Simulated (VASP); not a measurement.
# LiAl5 (P4/mmm) in VASP: a series of runs

Runs on LiAl5. Level: PBE. Tasks: single point.

Everything below comes from runs of VASP 6.6.1. Logs are shortened: lines on timing, memory, paths and dates and some standing lists are left out, and cuts for length are marked.

## Step 1: The cell of the first run

Symmetry: P4/mmm, No. 123, tetragonal system. The conventional cell has a = 2.958 Å, b = 2.958 Å, c = 12.554 Å, α = 90.00°, β = 90.00°, γ = 90.00°. Within 3.9 Å of Li (site symmetry 4/mmm) lie 4 Li at 2.96 Å and 8 Al at 3.07 Å. Within 3.8 Å of Al (site symmetry 4mm) lie 8 Al at 2.90 to 2.96 Å and 4 Li at 3.07 Å. Within 3.8 Å of Al (site symmetry 4mm) lie 12 Al at 2.90 to 2.96 Å. Al (site symmetry 4/mmm) has 12 Al at 2.91 to 2.96 Å within 3.8 Å.

## Step 2: Single point, PBE (volume scaled by 1.10, then relaxed in part)

INCAR

```
PREC     = Accurate       # precision mode
ENCUT    = 520            # plane-wave cutoff, eV
EDIFF    = 1E-6           # SCF threshold, eV
ISMEAR   = 0              # smearing method
SIGMA    = 0.1            # smearing width, eV
LREAL    = F              # projectors in reciprocal space
LASPH    = T              # aspherical terms in the spheres
NELM     = 80             # most SCF steps
ALGO     = Fast           # electronic algorithm
ISIF     = 2              # what is computed and relaxed
LWAVE    = F              # write WAVECAR
LCHARG   = F              # write CHGCAR
GGA      = PE             # functional
NBANDS   = 18             # bands
```

KPOINTS

```
regular mesh
0
Gamma
  12 12 4
```

POSCAR

```
LiAl5
1.0
    2.9575413509      0.0000000000      0.0000000000
    0.0000000000      2.9575413509      0.0000000000
    0.0000000000      0.0000000000     12.5540824358
Li Al
1 5
Direct
    0.0000000000      0.0000000000      0.0000000000
    0.5000000000      0.5000000000      0.8205931860
    0.0000000000      0.0000000000      0.6608208310
    0.5000000000      0.5000000000      0.5000000000
    0.0000000000      0.0000000000      0.3391791690
    0.5000000000      0.5000000000      0.1794068140
```

Potentials or basis: VASP PAW PBE potentials, release 64 (Li_sv, Al).

Started as:

```sh
> cat potpaw_PBE.64/Li_sv/POTCAR potpaw_PBE.64/Al/POTCAR > POTCAR
> mpirun -np 1 vasp_std > vasp.out
```

OUTCAR:

```text
PREC = Accurate
   ENCUT = 520
   EDIFF = 1E-6
   ISMEAR = 0
   LREAL = F
   LASPH = T
   NELM = 80
   ISIF = 2
   GGA = PE

 ion  position               nearest neighbor table
   1  0.000  0.000  0.000-
   2  0.500  0.500  0.821-   3 2.90   3 2.90   3 2.90   3 2.90
   3  0.000  0.000  0.661-   2 2.90   2 2.90   2 2.90   2 2.90   4 2.91   4 2.91   4 2.91   4 2.91

   4  0.500  0.500  0.500-   3 2.91   5 2.91   3 2.91   5 2.91   3 2.91   5 2.91   3 2.91   5 2.91

   5  0.000  0.000  0.339-   6 2.90   6 2.90   6 2.90   6 2.90   4 2.91   4 2.91   4 2.91   4 2.91

   6  0.500  0.500  0.179-   5 2.90   5 2.90   5 2.90   5 2.90

  LATTYP: Found a simple tetragonal cell.
 ALAT       =     2.9575413509
 C/A-ratio  =     4.2447698768

  Lattice vectors:

 A1 = (   2.9575413509,   0.0000000000,   0.0000000000)
 A2 = (   0.0000000000,   2.9575413509,   0.0000000000)
 A3 = (   0.0000000000,   0.0000000000,  12.5540824358)

Analysis of symmetry for initial positions (statically):
=====================================================================
 Subroutine PRICEL returns:
 Original cell was already a primitive cell.

 Routine SETGRP: Setting up the symmetry group for a
 simple tetragonal supercell.

 Subroutine GETGRP returns: Found 16 space group operations
 (whereof 16 operations were pure point group operations)
 out of a pool of 16 trial point group operations.

The static configuration has the point symmetry D_4h.

Analysis of symmetry for dynamics (positions and initial velocities):
=====================================================================
 Subroutine PRICEL returns:
 Original cell was already a primitive cell.

 Routine SETGRP: Setting up the symmetry group for a
 simple tetragonal supercell.

 Subroutine GETGRP returns: Found 16 space group operations
 (whereof 16 operations were pure point group operations)
 out of a pool of 16 trial point group operations.

The dynamic configuration has the point symmetry D_4h.

 Subroutine INISYM returns: Found 16 space group operations
 (whereof 16 operations are pure point group operations),
 and found     1 'primitive' translations

----------------------------------------------------------------------------------------

                                     Primitive cell

  volume of cell :     109.8112

  direct lattice vectors                    reciprocal lattice vectors
     2.957541351  0.000000000  0.000000000     0.338118688  0.000000000  0.000000000
     0.000000000  2.957541351  0.000000000     0.000000000  0.338118688  0.000000000
     0.000000000  0.000000000 12.554082436     0.000000000  0.000000000  0.079655364

  length of vectors
     2.957541351  2.957541351 12.554082436     0.338118688  0.338118688  0.079655364

  position of ions in fractional coordinates (direct lattice)
     0.000000000  0.000000000  0.000000000
     0.500000000  0.500000000  0.820593186
     0.000000000  0.000000000  0.660820831
     0.500000000  0.500000000  0.500000000
     0.000000000  0.000000000  0.339179169
     0.500000000  0.500000000  0.179406814

  ion indices of the primitive-cell ions
   primitive index   ion index
                 1           1
                 2           2
                 3           3
                 4           4
                 5           5
                 6           6

----------------------------------------------------------------------------------------

 KPOINTS: regular mesh

Automatic generation of k-mesh.
 Grid dimensions read from file:
 generate k-points for:   12   12    4

 Generating k-lattice:

  Cartesian coordinates                     Fractional coordinates (reciprocal lattice)
     0.028176557  0.000000000  0.000000000     0.083333333  0.000000000  0.000000000
     0.000000000  0.028176557  0.000000000     0.000000000  0.083333333  0.000000000
     0.000000000  0.000000000  0.019913841     0.000000000  0.000000000  0.250000000

  Length of vectors
     0.028176557  0.028176557  0.019913841

  Shift w.r.t. Gamma in fractional coordinates (k-lattice)
     0.000000000  0.000000000  0.000000000

 Subroutine IBZKPT returns following result:
 ===========================================

 Found     84 irreducible k-points:

 Following reciprocal coordinates:
            Coordinates               Weight
  0.000000  0.000000  0.000000      1.000000
  0.083333  0.000000  0.000000      4.000000
  0.166667  0.000000  0.000000      4.000000
  0.250000  0.000000  0.000000      4.000000
  0.333333  0.000000  0.000000      4.000000
  0.416667  0.000000  0.000000      4.000000
[... 16 lines left out ...]
  0.333333  0.333333  0.000000      4.000000
  0.416667  0.333333  0.000000      8.000000
 [... further k-points ...]
   k-points           NKPTS =     84   k-points in BZ     NKDIM =     84   number of bands    NBANDS=     18
   number of dos      NEDOS =    301   number of ions     NIONS =      6
   total plane-waves  NPLWV =  55296
   dimension x,y,z NGX =    24 NGY =   24 NGZ =   96
   dimension x,y,z NGXF=    48 NGYF=   48 NGZF=  192
   ions per type =               1   5
   NGX,Y,Z   is equivalent  to a cutoff of  13.49, 13.49, 12.71 a.u.
   NGXF,Y,Z  is equivalent  to a cutoff of  26.98, 26.98, 25.43 a.u.
 SYSTEM =  unknown system
   PREC   = accura    normal or accurate (medium, high low for compatibility)
   ISTART =      0    job   : 0-new  1-cont  2-samecut
   ICHARG =      2    charge: 1-file 2-atom 10-const
   ISPIN  =      1    spin polarized calculation?
   LNONCOLLINEAR =      F non collinear calculations
   LSORBIT =      F    spin-orbit coupling
   LASPH  =      T    aspherical Exc in radial PAW
   ENCUT  =  520.0 eV  38.22 Ry    6.18 a.u.   5.50  5.50 23.34*2*pi/ulx,y,z
   NELM   =     80;   NELMIN=  2; NELMDL= -5     # of ELM steps
   EDIFF  = 0.1E-05   stopping-criterion for ELM
   LREAL  =      F    real-space projection
   EDIFFG = 0.1E-04   stopping-criterion for IOM
   NSW    =      0    number of steps for IOM
   IBRION =     -1    ionic relax: 0-MD 1-quasi-New 2-CG
   NFREE  =      0    steps in history (QN), initial steepest desc. (CG)
   ISIF   =      2    stress and relaxation
   ISYM   =      2    0-nonsym 1-usesym 2-fastsym
   POTIM  = 0.5000    time-step for ionic-motion
   TEBEG  =    0.0;   TEEND  =   0.0 temperature during run
   PSTRESS=    0.0 pullay stress
   NELECT =      18.0000    total number of electrons
   NUPDOWN=      -1.0000    fix difference up-down
   EMIN   =  10.00;   EMAX   =-10.00  energy-range for DOS
   EFERMI =   0.00;   METHOD = LEGACY
   ISMEAR =     0;   SIGMA  =   0.10  broadening in eV -4-tet -1-fermi 0-gaus
   EFERMI_NEDOS =   21; number of points for ismear=-14 and -15
   IALGO  =     68    algorithm
   IMIX   =      4    mixing-type and parameters
     AMIX     =   0.40;   BMIX     =  1.00
     AMIX_MAG =   1.60;   BMIX_MAG =  1.00
  volume/ion in A,a.u.               =      18.30       123.51
  Fermi-wavevector in a.u.,A,eV,Ry     =   0.895949  1.693099 10.921740  0.802725
  Thomas-Fermi vector in A             =   2.018346
   LORBIT       =      0    0 simple, 1 ext, 2 COOP (PROOUT), +10 PAW based schemes
   GGA     = PE    functional components
   LHFCALC =     F    Hartree Fock is set to
   AEXX    =    0.0000 exact exchange contribution
   IVDW    =     0    specifies the selected vdW correction
   LEPSILON=     F    determine dielectric tensor
   LRPA    =     F    only Hartree local field effects (RPA)
 non-spin polarized calculation
 RMM-DIIS sequential band-by-band and
 Gauss-broadening in eV      SIGMA  =   0.10
  energy-cutoff  :      520.00
  volume of cell :      109.81
 maximum number of plane-waves:      3014
 NGX is ok and might be reduce to    24
   NGX = 11   NGY = 11   NGZ = 47

 number of electron      17.9999994 magnetization

 Free energy of the ion-electron system (eV)
  ---------------------------------------------------
  ext. energy  EPLUGINS =         0.00000000
  ---------------------------------------------------
  free energy    TOTEN  =       -20.75470585 eV

  energy without entropy =      -20.74126614  energy(sigma->0) =      -20.74798599

 E-fermi :   5.9169     XC(G=0):  -9.4025

 val. band max:        5.9138100370   @ k =   0.5000   0.0000   0.5000
 cond. band min:       5.9223725692   @ k =   0.2500   0.1667   0.5000
 fundamental gap:      0.0085625323
 Fermi energy:         5.9169106537

 k-point     1 :       0.0000    0.0000    0.0000
  band No.  band energies     occupation
      1     -40.6166      2.00000
      2      -4.4508      2.00000
      3      -3.5885      2.00000
      4      -2.2559      2.00000
      5      -0.2546      2.00000
      6       1.2722      2.00000
[... 10 lines left out ...]
     17      12.9208      0.00000
     18      12.9502      0.00000

 k-point     2 :       0.0833    0.0000    0.0000
  band No.  band energies     occupation
      1     -40.6160      2.00000
      2      -4.3336      2.00000
      3      -3.4717      2.00000
      4      -2.1414      2.00000
      5      -0.1396      2.00000
      6       1.3761      2.00000
[... 10 lines left out ...]
     17      12.9545      0.00000
     18      13.0254      0.00000

 k-point     3 :       0.1667    0.0000    0.0000
  band No.  band energies     occupation
      1     -40.6143      2.00000
      2      -3.9825      2.00000
      3      -3.1220      2.00000
      4      -1.7986      2.00000
      5       0.2048      2.00000
      6       1.6857      2.00000
[... 10 lines left out ...]
     17      12.2428      0.00000
     18      13.1191      0.00000

 k-point     4 :       0.2500    0.0000    0.0000
  band No.  band energies     occupation
      1     -40.6120      2.00000
      2      -3.3991      2.00000
      3      -2.5410      2.00000
      4      -1.2297      2.00000
      5       0.7769      2.00000
      6       2.1919      2.00000
[... 10 lines left out ...]
     17      12.7526      0.00000
     18      12.8781      0.00000

 k-point     5 :       0.3333    0.0000    0.0000
  band No.  band energies     occupation
      1     -40.6098      2.00000
      2      -2.5862      2.00000
      3      -1.7312      2.00000
      4      -0.4391      2.00000
      5       1.5737      2.00000
      6       2.8028      2.00000
[... 10 lines left out ...]
     17      12.6950      0.00000
     18      13.4554      0.00000

 k-point     6 :       0.4167    0.0000    0.0000
  band No.  band energies     occupation
      1     -40.6081      2.00000
      2      -1.5476      2.00000
      3      -0.6966      2.00000
      4       0.5590      2.00000
      5       1.1959      2.00000
      6       2.0288      2.00000
[... 307 lines left out ...]
 k-point    21 :       0.4167    0.2500    0.0000
  band No.  band energies     occupation
      1     -40.6038      2.00000
      2      -0.5168      2.00000
      3       0.3299      2.00000
      4       1.5729      2.00000
      5       2.1934      2.00000
      6       3.0228      2.00000
[... 10 lines left out ...]
     17      10.2742      0.00000
     18      10.3635      0.00000

 k-point    22 :       0.5000    0.2500    0.0000
  band No.  band energies     occupation
      1     -40.6032      2.00000
      2       0.7071      2.00000
      3       0.7543      2.00000
      4       1.5277      2.00000
      5       1.6203      2.00000
      6       2.6370      2.00000
[... 10 lines left out ...]
     17       9.7722      0.00000
     18      10.1240      0.00000

 k-point    23 :       0.3333    0.3333    0.0000
  band No.  band energies     occupation
      1     -40.6032      2.00000
      2      -0.7451      2.00000
      3       0.1024      2.00000
      4       1.3618      2.00000
      5       3.3790      2.00000
      6       4.1455      2.00000
[... 10 lines left out ...]
     17       9.4107      0.00000
     18      10.0568      0.00000

 k-point    24 :       0.4167    0.3333    0.0000
  band No.  band energies     occupation
      1     -40.6016      2.00000
      2       0.2779      2.00000
      3       1.1209      2.00000
      4       2.3519      2.00000
      5       2.9315      2.00000
      6       3.7549      2.00000
[... 10 lines left out ...]
     17       9.2426      0.00000
     18       9.9024      0.00000

 [... further k-points ...]

------------------------ aborting loop because EDIFF is reached ----------------------------------------

  FORCE on cell =-STRESS in cart. coord.  units (eV):
  Direction    XX          YY          ZZ          XY          YZ          ZX
  --------------------------------------------------------------------------------------
  -------------------------------------------------------------------------------------
  Total       -3.1129577     -3.1129577     -3.1548865      0.0000000      0.0000000      0.0000000
  in kB      -45.4189593    -45.4189593    -46.0307128      0.0000000      0.0000000      0.0000000
  external PRESSURE =     -45.6228771 kB  Pullay stress =       0.0000000 kB

 VOLUME and BASIS-vectors are now :
 -----------------------------------------------------------------------------
  energy-cutoff  :      520.00
  volume of cell :      109.81
      direct lattice vectors                 reciprocal lattice vectors
     2.957541351  0.000000000  0.000000000     0.338118688  0.000000000  0.000000000
     0.000000000  2.957541351  0.000000000     0.000000000  0.338118688  0.000000000
     0.000000000  0.000000000 12.554082436     0.000000000  0.000000000  0.079655364

 POSITION                                       TOTAL-FORCE (eV/Angst)
 -----------------------------------------------------------------------------------
      0.00000      0.00000      0.00000        -0.000000      0.000000     -0.000000
      1.47877      1.47877     10.30179         0.000000     -0.000000     -0.005150
      0.00000      0.00000      8.29600        -0.000000     -0.000000      0.002040
      1.47877      1.47877      6.27704        -0.000000      0.000000     -0.000000
      0.00000      0.00000      4.25808         0.000000     -0.000000     -0.002040
      1.47877      1.47877      2.25229        -0.000000     -0.000000      0.005150
 -----------------------------------------------------------------------------------
    total drift:                               -0.000000      0.000000     -0.000000

  FREE ENERGIE OF THE ION-ELECTRON SYSTEM (eV)
  ---------------------------------------------------
  free  energy   TOTEN  =       -20.7547058493 eV

  energy  without entropy=      -20.7412661402  energy(sigma->0) =      -20.74798599
```

Wall time 2.6 min (1 thread of AMD EPYC 7R43 (Zen 3), shared host); peak memory 0.26 GiB.

Results:

```
Free energy            : -20.7547 eV
Largest force          : 0.005 eV/Å
Band gap on the k mesh : zero (band 9 reaches 10.79 eV, above the bottom of band 10 at 4.42 eV)
```

Forces on the atoms (eV/Å):
```
Li   0.000  0.000  0.000
Al   0.000  0.000 -0.005
Al   0.000  0.000  0.002
Al   0.000  0.000  0.000
Al   0.000  0.000 -0.002
Al   0.000  0.000  0.005
```

Levels at points of the mesh, in eV from the Fermi level:
```tsv
k point	band 5	band 6	band 7	band 8	band 9	band 10	band 11	band 12	band 13	band 14
(0.00, 0.00, 0.00)	-6.17	-4.64	-1.93	0.03	4.87	5.15	5.15	5.27	5.43	5.92
(0.50, 0.00, 0.00)	-5.31	-4.32	-3.92	-2.21	-1.95	-1.49	0.03	1.86	2.23	3.27
(0.50, 0.50, 0.00)	-1.83	-1.59	-1.48	-0.80	-0.69	-0.69	-0.53	0.36	0.76	1.35
(0.00, 0.00, 0.50)	-6.47	-3.87	-3.00	1.63	2.39	5.16	5.16	5.29	5.85	5.85
(0.50, 0.00, 0.50)	-5.32	-4.01	-3.89	-2.97	-2.06	0.00	0.17	0.42	1.60	5.38
(0.50, 0.50, 0.50)	-1.90	-1.56	-1.48	-0.91	-0.51	-0.47	-0.47	0.72	0.75	0.75
```

Caveat: the cutoff is under 1.25 times the usual one of these potentials, so pressure, stress and relaxed cells hold a basis-set (Pulay) error.

(Continued in part 2 of 2.)
